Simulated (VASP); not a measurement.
# KTaO3 (P4/mmm) in VASP: further runs

KTaO3 is run at these levels: PBE; tasks: single point.

All numbers are computed with VASP 6.6.1; they aren't measurements. Logs are shortened: lines on timing, memory, paths and dates and some standing lists are left out, and cuts for length are marked.

## Step 1: The cell of the first run

Symmetry: P4/mmm, No. 123, tetragonal system. Conventional cell: a = 3.988 Å, b = 3.988 Å, c = 3.789 Å, α = 90.00°, β = 90.00°, γ = 90.00°. K (site symmetry 4/mmm) has 12 O at 2.75 to 2.82 Å and 8 Ta at 3.40 Å within 3.6 Å. Within 2.5 Å of Ta (site symmetry 4/mmm) lie 6 O at 1.89 to 1.99 Å. Within 2.5 Å of O (site symmetry 4/mmm) lie 2 Ta at 1.89 Å. O (site symmetry mmm) has 2 Ta at 1.99 Å within 2.6 Å.

## Step 2: Single point, PBE (strain -0.0500 x Voigt [1, 0, 0, 0, 0, 0])

Contents of INCAR:

```
PREC     = Accurate       # precision mode
ENCUT    = 520            # plane-wave cutoff, eV
EDIFF    = 1E-6           # SCF threshold, eV
ISMEAR   = 0              # smearing method
SIGMA    = 0.05           # smearing width, eV
LREAL    = F              # projectors in reciprocal space
LASPH    = T              # aspherical terms in the spheres
NELM     = 60             # most SCF steps
ALGO     = Normal         # electronic algorithm
ISIF     = 2              # what is computed and relaxed
LWAVE    = F              # write WAVECAR
LCHARG   = F              # write CHGCAR
GGA      = PE             # functional
NBANDS   = 27             # bands
```

Contents of KPOINTS:

```
regular mesh
0
Gamma
  8 8 8
```

Contents of POSCAR:

```
KTaO3
1.0
    3.7888850000      0.0000000000      0.0000000000
    0.0000000000      3.9883000000      0.0000000000
    0.0000000000      0.0000000000      3.9883000000
K Ta O
1 1 3
Direct
    0.5000000000      0.5000000000      0.5000000000
    0.0000000000      0.0000000000      0.0000000000
    0.5000000000      0.0000000000      0.0000000000
    0.0000000000      0.5000000000      0.0000000000
    0.0000000000      0.0000000000      0.5000000000
```

Potentials or basis: VASP PAW PBE potentials, release 64 (K_sv, Ta_pv, O).

Launch:

```bash
> cat potpaw_PBE.64/K_sv/POTCAR potpaw_PBE.64/Ta_pv/POTCAR potpaw_PBE.64/O/POTCAR > POTCAR
> mpirun -np 1 vasp_std > vasp.out
```

OUTCAR:

```text
PREC = Accurate
   ENCUT = 520
   EDIFF = 1E-6
   ISMEAR = 0
   LREAL = F
   LASPH = T
   NELM = 60
   ISIF = 2
   GGA = PE

 ion  position               nearest neighbor table
   1  0.500  0.500  0.500-   4 2.75   5 2.75   4 2.75   5 2.75   4 2.75   5 2.75   4 2.75   5 2.75
                             3 2.82   3 2.82   3 2.82   3 2.82   2 3.40   2 3.40   2 3.40   2 3.40
   2  0.000  0.000  0.000-   3 1.89   3 1.89   5 1.99   5 1.99   4 1.99   4 1.99   1 3.40   1 3.40
                             1 3.40   1 3.40   1 3.40   1 3.40   1 3.40   1 3.40
   3  0.500  0.000  0.000-   2 1.89   2 1.89   1 2.82   1 2.82   1 2.82   1 2.82
   4  0.000  0.500  0.000-   2 1.99   2 1.99   1 2.75   1 2.75   1 2.75   1 2.75
   5  0.000  0.000  0.500-   2 1.99   2 1.99   1 2.75   1 2.75   1 2.75   1 2.75

  LATTYP: Found a simple tetragonal cell.
 ALAT       =     3.9883000000
 C/A-ratio  =     0.9500000000

  Lattice vectors:

 A1 = (   0.0000000000,   3.9883000000,   0.0000000000)
 A2 = (   0.0000000000,   0.0000000000,   3.9883000000)
 A3 = (   3.7888850000,   0.0000000000,   0.0000000000)

Analysis of symmetry for initial positions (statically):
=====================================================================
 Subroutine PRICEL returns:
 Original cell was already a primitive cell.

 Routine SETGRP: Setting up the symmetry group for a
 simple tetragonal supercell.

 Subroutine GETGRP returns: Found 16 space group operations
 (whereof 16 operations were pure point group operations)
 out of a pool of 16 trial point group operations.

The static configuration has the point symmetry D_4h.

Analysis of symmetry for dynamics (positions and initial velocities):
=====================================================================
 Subroutine PRICEL returns:
 Original cell was already a primitive cell.

 Routine SETGRP: Setting up the symmetry group for a
 simple tetragonal supercell.

 Subroutine GETGRP returns: Found 16 space group operations
 (whereof 16 operations were pure point group operations)
 out of a pool of 16 trial point group operations.

The dynamic configuration has the point symmetry D_4h.

 Subroutine INISYM returns: Found 16 space group operations
 (whereof 16 operations are pure point group operations),
 and found     1 'primitive' translations

----------------------------------------------------------------------------------------

                                     Primitive cell

[... 91 lines left out ...]
   LNONCOLLINEAR =      F non collinear calculations
   LSORBIT =      F    spin-orbit coupling
   LASPH  =      T    aspherical Exc in radial PAW
   ENCUT  =  520.0 eV  38.22 Ry    6.18 a.u.   7.04  7.42  7.42*2*pi/ulx,y,z
   NELM   =     60;   NELMIN=  2; NELMDL= -5     # of ELM steps
   EDIFF  = 0.1E-05   stopping-criterion for ELM
   LREAL  =      F    real-space projection
   EDIFFG = 0.1E-04   stopping-criterion for IOM
   NSW    =      0    number of steps for IOM
   IBRION =     -1    ionic relax: 0-MD 1-quasi-New 2-CG
   NFREE  =      0    steps in history (QN), initial steepest desc. (CG)
   ISIF   =      2    stress and relaxation
   ISYM   =      2    0-nonsym 1-usesym 2-fastsym
   POTIM  = 0.5000    time-step for ionic-motion
   TEBEG  =    0.0;   TEEND  =   0.0 temperature during run
   PSTRESS=    0.0 pullay stress
   NELECT =      38.0000    total number of electrons
   NUPDOWN=      -1.0000    fix difference up-down
   EMIN   =  10.00;   EMAX   =-10.00  energy-range for DOS
   EFERMI =   0.00;   METHOD = LEGACY
   ISMEAR =     0;   SIGMA  =   0.05  broadening in eV -4-tet -1-fermi 0-gaus
   EFERMI_NEDOS =   21; number of points for ismear=-14 and -15
   IALGO  =     38    algorithm
   IMIX   =      4    mixing-type and parameters
     AMIX     =   0.40;   BMIX     =  1.00
     AMIX_MAG =   1.60;   BMIX_MAG =  1.00
  volume/ion in A,a.u.               =      12.05        81.34
  Fermi-wavevector in a.u.,A,eV,Ry     =   1.403806  2.652808 26.812600  1.970671
  Thomas-Fermi vector in A             =   2.526431
   LORBIT       =      0    0 simple, 1 ext, 2 COOP (PROOUT), +10 PAW based schemes
   GGA     = PE    functional components
   LHFCALC =     F    Hartree Fock is set to
   AEXX    =    0.0000 exact exchange contribution
   IVDW    =     0    specifies the selected vdW correction
   LEPSILON=     F    determine dielectric tensor
   LRPA    =     F    only Hartree local field effects (RPA)
 non-spin polarized calculation
 Gauss-broadening in eV      SIGMA  =   0.05
  energy-cutoff  :      520.00
  volume of cell :       60.27
 maximum number of plane-waves:      1655
   NGX = 15   NGY = 15   NGZ = 15

 number of electron      37.9999981 magnetization

 Free energy of the ion-electron system (eV)
  ---------------------------------------------------
  ext. energy  EPLUGINS =         0.00000000
  ---------------------------------------------------
  free energy    TOTEN  =       -40.62541244 eV

  energy without entropy =      -40.62541244  energy(sigma->0) =      -40.62541244

 E-fermi :   2.5372     XC(G=0): -11.1426

 val. band max:        2.2000263858   @ k =   0.5000   0.5000   0.5000
 cond. band min:       4.3856142581   @ k =   0.0000   0.0000   0.0000
 fundamental gap:      2.1855878723
 Fermi energy:         2.5371566233

 k-point     1 :       0.0000    0.0000    0.0000
  band No.  band energies     occupation
      1     -31.8216      2.00000
      2     -31.6978      2.00000
      3     -31.6978      2.00000
      4     -25.1144      2.00000
      5     -15.8099      2.00000
      6     -14.9149      2.00000
[... 709 lines left out ...]
     26      13.6612      0.00000
     27      13.8146      0.00000

 [... further k-points ...]
[... 5 lines left out ...]
  --------------------------------------------------------------------------------------
  -------------------------------------------------------------------------------------
  Total       13.9131224      4.1388184      4.1388184      0.0000000      0.0000000      0.0000000
  in kB      369.8691643    110.0271570    110.0271570      0.0000000      0.0000000      0.0000000
  external PRESSURE =     196.6411594 kB  Pullay stress =       0.0000000 kB

 VOLUME and BASIS-vectors are now :
 -----------------------------------------------------------------------------
  energy-cutoff  :      520.00
  volume of cell :       60.27
      direct lattice vectors                 reciprocal lattice vectors
     3.788885000  0.000000000  0.000000000     0.263929890  0.000000000  0.000000000
     0.000000000  3.988300000  0.000000000     0.000000000  0.250733395  0.000000000
     0.000000000  0.000000000  3.988300000     0.000000000  0.000000000  0.250733395

 POSITION                                       TOTAL-FORCE (eV/Angst)
 -----------------------------------------------------------------------------------
      1.89444      1.99415      1.99415         0.000000      0.000000      0.000000
      0.00000      0.00000      0.00000         0.000000      0.000000      0.000000
      1.89444      0.00000      0.00000         0.000000      0.000000      0.000000
      0.00000      1.99415      0.00000         0.000000      0.000000      0.000000
      0.00000      0.00000      1.99415         0.000000      0.000000      0.000000
 -----------------------------------------------------------------------------------
    total drift:                                0.000000      0.000000     -0.000000

  FREE ENERGIE OF THE ION-ELECTRON SYSTEM (eV)
  ---------------------------------------------------
  free  energy   TOTEN  =       -40.6254124409 eV

  energy  without entropy=      -40.6254124409  energy(sigma->0) =      -40.62541244
```

Run time: 2.2 min. Hardware: 1 thread of Intel Xeon Platinum 8259CL at 2.50GHz (Skylake/Cascade Lake), shared host; peak memory 0.25 GiB.

Results:

```yaml
Free_energy: -40.6254 eV
Pressure: 19.7 GPa
Band_gap_on_the_k_mesh: 2.19 eV (least direct gap 2.74 eV)
```

Levels at points of the mesh, in eV from the valence-band top:
```csv
k point,band 15,band 16,band 17,band 18,band 19,band 20,band 21,band 22,band 23,band 24
"(0.00, 0.00, 0.00)",-1.27,-0.98,-0.63,-0.63,-0.56,2.19,2.27,2.27,6.74,6.90
"(0.50, 0.00, 0.00)",-2.32,-2.14,-1.61,-0.83,-0.83,2.43,5.83,5.83,6.95,8.84
"(0.00, 0.50, 0.00)",-2.42,-2.14,-1.67,-0.94,-0.80,2.43,5.09,5.10,7.33,9.28
"(0.50, 0.50, 0.00)",-2.86,-1.58,-1.38,-1.34,-0.11,5.16,5.86,6.97,7.86,10.33
"(0.00, 0.50, 0.50)",-2.74,-1.90,-1.90,-1.50,-0.06,5.13,5.13,6.41,9.23,10.05
"(0.50, 0.50, 0.50)",-4.36,-3.72,-0.05,-0.05,0.00,6.60,7.13,7.13,8.79,9.12
```

Caveat: the cell differs from its parent crystal (strain -0.0500 x Voigt [1, 0, 0, 0, 0, 0]); the cell stands under pressure; spin-orbit coupling is left out, which moves the levels of the heavy elements.

## Step 3: Single point, PBE (strain +0.0250 x Voigt [1, 0, 0, 0, 0, 0])

Contents of INCAR:

```
SYSTEM = KTaO3
  PREC = Accurate
  ENCUT = 520
  EDIFF = 1E-6
  ISMEAR = 0
  SIGMA = 0.05
  LREAL = .FALSE.
  LASPH = .TRUE.
  NELM = 100
  ALGO = Normal
  ISIF = 2
  LWAVE = .FALSE.
  LCHARG = .FALSE.
  GGA = PE
  NBANDS = 27
```

Contents of KPOINTS:

```
regular mesh
0
G
  8 8 8
  0 0 0
```

Edit POSCAR of step 2 so:

```diff
@@ -2,3 +2,3 @@
 1.0
-    3.7888850000      0.0000000000      0.0000000000
+    4.0880075000      0.0000000000      0.0000000000
     0.0000000000      3.9883000000      0.0000000000
```

Potentials or basis: VASP PAW PBE potentials, release 64 (K_sv, Ta_pv, O).

Launch:

```bash
> cat potpaw_PBE.64/K_sv/POTCAR potpaw_PBE.64/Ta_pv/POTCAR potpaw_PBE.64/O/POTCAR > POTCAR
> mpirun -np 1 vasp_std > vasp.out
```

OUTCAR:

```text
SYSTEM = KTaO3
   PREC = Accurate
   ENCUT = 520
   EDIFF = 1E-6
   ISMEAR = 0
   LREAL = .FALSE.
   LASPH = .TRUE.
   NELM = 100
   ISIF = 2
   GGA = PE

 ion  position               nearest neighbor table
   1  0.500  0.500  0.500-   3 2.82   3 2.82   3 2.82   3 2.82   4 2.86   5 2.86   5 2.86   4 2.86
                             4 2.86   5 2.86   4 2.86   5 2.86   2 3.48   2 3.48   2 3.48   2 3.48
   2  0.000  0.000  0.000-   4 1.99   5 1.99   5 1.99   4 1.99   3 2.04   3 2.04   1 3.48   1 3.48
                             1 3.48   1 3.48   1 3.48   1 3.48   1 3.48   1 3.48
[... 928 lines left out ...]
  -------------------------------------------------------------------------------------
  Total       -1.7365803      1.6387362      1.6387362      0.0000000      0.0000000     -0.0000000
  in kB      -42.7876198     40.3768377     40.3768377      0.0000000      0.0000000     -0.0000000
  external PRESSURE =      12.6553518 kB  Pullay stress =       0.0000000 kB

 VOLUME and BASIS-vectors are now :
 -----------------------------------------------------------------------------
  energy-cutoff  :      520.00
  volume of cell :       65.03
      direct lattice vectors                 reciprocal lattice vectors
     4.088007500  0.000000000  0.000000000     0.244617947  0.000000000  0.000000000
     0.000000000  3.988300000  0.000000000     0.000000000  0.250733395  0.000000000
     0.000000000  0.000000000  3.988300000     0.000000000  0.000000000  0.250733395

 POSITION                                       TOTAL-FORCE (eV/Angst)
 -----------------------------------------------------------------------------------
      2.04400      1.99415      1.99415         0.000000      0.000000      0.000000
      0.00000      0.00000      0.00000         0.000000      0.000000      0.000000
      2.04400      0.00000      0.00000         0.000000      0.000000      0.000000
      0.00000      1.99415      0.00000         0.000000      0.000000      0.000000
      0.00000      0.00000      1.99415         0.000000      0.000000      0.000000
 -----------------------------------------------------------------------------------
    total drift:                                0.000000     -0.000000      0.000000

  FREE ENERGIE OF THE ION-ELECTRON SYSTEM (eV)
  ---------------------------------------------------
  free  energy   TOTEN  =       -41.0384875394 eV

  energy  without entropy=      -41.0384875394  energy(sigma->0) =      -41.03848754
```

OSZICAR:

```text
N       E                     dE             d eps       ncg     rms          rms(c)
DAV:   1     0.320369059998E+03    0.32037E+03   -0.20779E+04  4050   0.141E+03
DAV:   2    -0.306237044300E+02   -0.35099E+03   -0.34043E+03  4820   0.403E+02
DAV:   3    -0.491481574929E+02   -0.18524E+02   -0.18438E+02  5839   0.898E+01
DAV:   4    -0.496989597867E+02   -0.55080E+00   -0.54988E+00  6542   0.102E+01
DAV:   5    -0.497037156509E+02   -0.47559E-02   -0.47552E-02  5446   0.831E-01    0.326E+01
DAV:   6    -0.412923282534E+02    0.84114E+01   -0.35302E+01  4816   0.394E+01    0.123E+01
DAV:   7    -0.411096116265E+02    0.18272E+00   -0.18745E+00  5268   0.864E+00    0.891E+00
DAV:   8    -0.410652199611E+02    0.44392E-01   -0.45913E-01  4824   0.561E+00    0.319E+00
DAV:   9    -0.410405663032E+02    0.24654E-01   -0.41861E-02  5021   0.163E+00    0.543E-01
DAV:  10    -0.410385209583E+02    0.20453E-02   -0.17049E-02  5374   0.816E-01    0.109E-01
DAV:  11    -0.410384589360E+02    0.62022E-04   -0.13557E-03  5433   0.232E-01    0.339E-02
DAV:  12    -0.410384779018E+02   -0.18966E-04   -0.67590E-05  5137   0.685E-02    0.151E-02
DAV:  13    -0.410384874843E+02   -0.95825E-05   -0.12113E-05  5603   0.253E-02    0.451E-03
DAV:  14    -0.410384875394E+02   -0.55098E-07   -0.27789E-07  4002   0.374E-03
   1 F= -.41038488E+02 E0= -.41038488E+02  d E =-.890348E-16
```

Wall time 2 min (1 thread of Intel Xeon Platinum 8259CL at 2.50GHz (Skylake/Cascade Lake), shared host); peak memory 0.26 GiB.

What came out:

```
Free energy            : -41.0385 eV
Pressure               : 1.3 GPa
Band gap on the k mesh : 2.10 eV (least direct gap 2.72 eV)
```

Levels at points of the mesh, in eV from the valence-band top:
```
           k point  band 17  band 18  band 19  band 20  band 21  band 22
(0.00, 0.00, 0.00)    -0.66    -0.62    -0.62     2.10     2.10     2.13
(0.50, 0.00, 0.00)    -1.51    -0.89    -0.89     2.26     4.64     4.64
(0.00, 0.50, 0.00)    -1.43    -0.87    -0.81     2.25     4.94     4.94
(0.50, 0.50, 0.00)    -1.51    -1.50    -0.05     4.68     4.97     6.05
(0.00, 0.50, 0.50)    -1.25    -1.25    -0.07     4.98     4.98     6.27
(0.50, 0.50, 0.50)    -0.04     0.00     0.00     6.18     6.18     6.38
```

Caveat: the cell differs from its parent crystal (strain +0.0250 x Voigt [1, 0, 0, 0, 0, 0]); spin-orbit coupling is left out, which moves the levels of the heavy elements. A k mesh can miss the band edges.
